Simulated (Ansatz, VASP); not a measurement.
**GdN: VASP beside Ansatz**

The input INCAR:

```
PREC = Accurate
ENCUT = 520
EDIFF = 1E-8
ISMEAR = -1
SIGMA = 0.05
LREAL = False
LASPH = True
NELM = 150
ALGO = Normal
ISIF = 2
LWAVE = False
LCHARG = False
ISPIN = 2
MAGMOM = 7 0
LORBIT = 11
LMAXMIX = 6
GGA = PE
LEFG = True
NBANDS = 22
```

Contents of KPOINTS:

```
regular mesh
0
Gamma
  15 15 15
```

POSCAR

```
GdN
1.0
    0.0000000000      2.4750697422      2.4750697422
    2.4750697422      0.0000000000      2.4750697422
    2.4750697422      2.4750697422      0.0000000000
Gd N
1 1
Direct
    0.0000000000      0.0000000000      0.0000000000
    0.5000000000      0.5000000000      0.5000000000
```

Input for Ansatz:

```yaml
crystal:
  lattice:
    - [0.0, 2.4750697422, 2.4750697422]
    - [2.4750697422, 0.0, 2.4750697422]
    - [2.4750697422, 2.4750697422, 0.0]
  atoms:
    - { symbol: Gd, position: [0.0, 0.0, 0.0], spin: 7.0 }
    - { symbol: "N", position: [0.5, 0.5, 0.5] }
magnetization:
  spin_polarized: true
kpoints:
  mp_grid: { grid: [15, 15, 15] }
scf:
  occupations: { method: fermi_dirac, width: 0.05 }
hamiltonian:
  xc: pbe
  pseudopotentials: { kind: paw }
output:
  forces: true
  stress: true
  eigenvalues: true
  efg: { contact_densities: true }
```

Change from the starting cell: volume scaled by 0.98, PAW files.

Alike in both runs: task electric field gradients; functional PBE; k mesh 15 × 15 × 15; occupations fermi-dirac, width 0.05 eV; collinear spin.

|  | VASP | Ansatz |
| --- | --- | --- |
| version | VASP 6.6.1 | Ansatz 0.2.0 |
| potentials or method | VASP PAW PBE potentials, release 64 (Gd, N) | PAW with Ansatz's default frozen-core files, scalar-relativistic |
| plane-wave cutoff (eV) | 520 | 420 |
| valence electrons in the cell | 23 | 23 |

|  | VASP | Ansatz | Ansatz less VASP |
| --- | --- | --- | --- |
| pressure (GPa) | 3.2 | 3.1 | -0.09 |
| net moment per atom (μB) | 3.50 | 3.50 | 0.000 |
| size of the moment on the site where the two differ most (μB) | 6.80 | 6.86 | +0.055 |

Site moments also hang on the region over which each program counts them.

Neither program's run includes spin-orbit coupling.
